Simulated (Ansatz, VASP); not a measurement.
# Two plane-wave programs on Ca2P

INCAR

```
SYSTEM = Ca2P
  PREC = Accurate
  ENCUT = 520
  EDIFF = 1E-6
  ISMEAR = 0
  SIGMA = 0.2
  LREAL = .False.
  LASPH = .True.
  NELM = 100
  ALGO = Normal
  ISIF = 2
  LWAVE = .False.
  LCHARG = .False.
  GGA = PE
  NBANDS = 34
```

KPOINTS

```
Automatic mesh
0
Gamma
  6 6 6
  0 0 0
```

Contents of POSCAR:

```
Ca2P
1.0
   -3.4135507257      0.0000000000     -3.4135507257
   -3.4135507257     -3.4135507257      0.0000000000
   -6.8271014514      3.4135507257      3.4135507257
Ca P
4 2
Direct
    0.6250000000      0.6250000000      0.1250000000
    0.1250000000      0.1250000000      0.6250000000
    0.8750000000      0.8750000000      0.3750000000
    0.3750000000      0.3750000000      0.8750000000
    0.2500000000      0.2500000000      0.2500000000
    0.7500000000      0.7500000000      0.7500000000
```

Input for Ansatz:

```yaml
crystal:
  lattice:
    - [-3.4135507257, 0.0, -3.4135507257]
    - [-3.4135507257, -3.4135507257, 0.0]
    - [-6.8271014514, 3.4135507257, 3.4135507257]
  atoms:
    - { symbol: Ca, position: [0.625, 0.625, 0.125] }
    - { symbol: Ca, position: [0.125, 0.125, 0.625] }
    - { symbol: Ca, position: [0.875, 0.875, 0.375] }
    - { symbol: Ca, position: [0.375, 0.375, 0.875] }
    - { symbol: P, position: [0.25, 0.25, 0.25] }
    - { symbol: P, position: [0.75, 0.75, 0.75] }
basis:
  ecutwfc: 420
kpoints:
  mp_grid: { grid: [6, 6, 6] }
hamiltonian:
  xc: pbe
scf:
  occupations: { method: gaussian, width: 0.2 }
  lower_state_search: "off"
output:
  forces: true
  stress: true
  eigenvalues: true
```

Alike in both runs: task single point; functional PBE; k mesh 6 × 6 × 6; occupations gaussian, width 0.2 eV; no spin polarisation.

```csv
,VASP,Ansatz
version,VASP 6.6.1,Ansatz 0.2.0
potentials or method,"VASP PAW PBE potentials, release 64 (Ca_sv, P), cutoff 520 eV","scalar-relativistic, plane waves, PAW"
valence electrons in the cell,50,50
```

|  | VASP | Ansatz | Ansatz less VASP |
| --- | --- | --- | --- |
| gap on the k mesh at the Fermi level (eV) | none | none | - |
| pressure (GPa) | 0.1 | 0.0 | -0.12 |

A gap of «none» marks a metal or a gap that the smearing closes.
